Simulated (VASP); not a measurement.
MgTi24O48 (a cell with a defect): single point with LDA

MgTi24O48 (a cell with a defect):

```
Ti O Mg
1.0
     9.18283    0.00000    0.00000
     0.00000    9.18283    0.00000
     0.00000    0.00000    8.81661
Ti O Mg
24 48 1
Direct
  0.00855 0.02254 0.00133
  0.00421 0.99590 0.32792
  0.00569 0.99558 0.67442
  0.99792 0.48490 0.00083
  0.00145 0.51133 0.32766
  0.00141 0.51208 0.67420
  0.49730 0.00480 0.00068
  0.49972 0.98520 0.33282
  0.49928 0.98523 0.66852
  0.50909 0.50270 0.00164
  0.50610 0.52263 0.33397
  0.50773 0.52180 0.66968
  0.26468 0.25847 0.17181
  0.21539 0.24840 0.50089
  0.26487 0.25905 0.83010
  0.24802 0.74948 0.16292
  0.24796 0.75479 0.50121
  0.24899 0.74891 0.83992
  0.74113 0.24916 0.17209
  0.79097 0.25904 0.50136
  0.74219 0.24828 0.83042
  0.75762 0.75768 0.16238
  0.75841 0.75263 0.50096
  0.75824 0.75886 0.83940
  0.15731 0.16007 0.00119
  0.15097 0.15647 0.32609
  0.15065 0.15693 0.67629
  0.15349 0.65569 0.00132
  0.15182 0.65747 0.33610
  0.15164 0.65766 0.66636
  0.65015 0.15787 0.00117
  0.64875 0.16645 0.34643
  0.64907 0.16644 0.65612
  0.65608 0.65826 0.00109
  0.65257 0.66414 0.33199
  0.65300 0.66402 0.67041
  0.35634 0.34960 0.00124
  0.35733 0.34116 0.34640
  0.35785 0.34090 0.65610
  0.35032 0.84928 0.00130
  0.35361 0.84347 0.33213
  0.35371 0.84332 0.67054
  0.84915 0.34744 0.00136
  0.85584 0.35054 0.32611
  0.85547 0.35101 0.67631
  0.85298 0.85177 0.00130
  0.85468 0.84985 0.33610
  0.85467 0.85004 0.66634
  0.10526 0.40869 0.16934
  0.09335 0.40474 0.50139
  0.10533 0.40875 0.83295
  0.10204 0.90718 0.16599
  0.10596 0.90834 0.50129
  0.10208 0.90704 0.83662
  0.60135 0.40870 0.17017
  0.60133 0.40871 0.83236
  0.60457 0.90838 0.16598
  0.60490 0.90567 0.50124
  0.60456 0.90859 0.83664
  0.40529 0.09883 0.17024
  0.39258 0.08141 0.50158
  0.40497 0.09875 0.83241
  0.40186 0.59898 0.16579
  0.40151 0.60180 0.50156
  0.40189 0.59902 0.83641
  0.90112 0.09871 0.16946
  0.91309 0.10274 0.50117
  0.90122 0.09880 0.83309
  0.90434 0.60041 0.16605
  0.90050 0.59919 0.50114
  0.90437 0.60035 0.83666
  0.61387 0.42612 0.50089
  0.50323 0.25369 0.50100
```

```yaml
Program: VASP 6.6.1
Task: single point
Functional: LDA
Potentials_or_basis: VASP PAW LDA potentials, release 64 (Ti_sv, O, Mg)
Cutoff: 520 eV
k_mesh: 1 × 1 × 1, shifted
Occupations: fermi-dirac, width 0.05 eV
Spin: no spin polarisation
```

* Largest force: 0.145 eV/Å

Forces on the atoms (eV/Å):
```
Ti  -0.007 -0.044 -0.003
Ti   0.004  0.025  0.039
Ti  -0.015  0.034 -0.033
Ti   0.022  0.061  0.018
Ti   0.012 -0.023  0.034
Ti   0.000 -0.032 -0.031
Ti   0.012  0.003 -0.002
Ti  -0.019  0.034 -0.006
Ti  -0.009  0.036  0.023
Ti  -0.015  0.005 -0.002
Ti   0.022 -0.042 -0.018
Ti   0.020 -0.025 -0.004
Ti  -0.010 -0.015  0.002
Ti   0.112 -0.024  0.018
Ti  -0.013 -0.013  0.000
Ti   0.021  0.005  0.026
Ti   0.029 -0.006  0.000
Ti  -0.001  0.001 -0.034
Ti   0.021  0.007  0.000
Ti  -0.097  0.025 -0.002
Ti   0.005  0.017 -0.004
Ti  -0.006  0.004  0.034
Ti  -0.026  0.009  0.004
Ti  -0.025 -0.015 -0.027
O    0.017 -0.004  0.011
O   -0.008  0.035  0.010
O    0.013  0.022 -0.011
O    0.015  0.025 -0.002
O    0.015  0.013  0.007
O    0.021  0.014  0.007
O    0.029  0.013  0.011
O   -0.041  0.069  0.053
O   -0.051  0.075 -0.063
O    0.010  0.017  0.000
O    0.029  0.005  0.010
O    0.026  0.010  0.005
O   -0.035 -0.007 -0.002
O    0.053 -0.075  0.056
O    0.033 -0.071 -0.059
O   -0.010 -0.022 -0.003
O   -0.030 -0.010 -0.001
O   -0.039 -0.008 -0.012
O   -0.018  0.005 -0.009
O   -0.020 -0.024  0.013
O    0.002 -0.038 -0.012
O   -0.023 -0.032  0.003
O   -0.026 -0.015 -0.003
O   -0.017 -0.012 -0.006
O   -0.023  0.012  0.001
O   -0.085  0.050 -0.014
O   -0.028  0.015  0.004
O   -0.015  0.009 -0.013
O   -0.039 -0.012 -0.003
O   -0.012  0.020  0.014
O   -0.039  0.015 -0.001
O   -0.027  0.010  0.007
O   -0.032  0.002 -0.010
O   -0.014 -0.001 -0.011
O   -0.030 -0.006 -0.001
O    0.032 -0.016 -0.010
O    0.122  0.058 -0.019
O    0.043 -0.018 -0.002
O    0.029  0.005  0.004
O    0.015  0.006  0.006
O    0.036 -0.007  0.014
O    0.021 -0.009 -0.007
O    0.081 -0.043  0.007
O    0.027 -0.017 -0.003
O    0.018 -0.025 -0.022
O    0.038  0.010 -0.003
O    0.019 -0.010  0.011
O   -0.125 -0.073  0.014
Mg   0.003  0.011  0.002
```

Levels at points of the mesh, in eV from the Fermi level:
| k point | band 286 | band 287 | band 288 | band 289 | band 290 | band 291 |
| --- | --- | --- | --- | --- | --- | --- |
| (0.25, 0.25, 0.25) | -1.45 | -1.43 | -1.08 | 1.11 | 1.13 | 1.18 |

Wall time 63 min on 1 thread of AMD EPYC 7R43 64-Core Processor (Zen 3) (shared host), peak memory 0.83 GiB.

Caveat: the cell carries a net charge on a neutralising background, which shifts energy and pressure; the cell is charged against a uniform background, so pressure and absolute levels hang on convention.
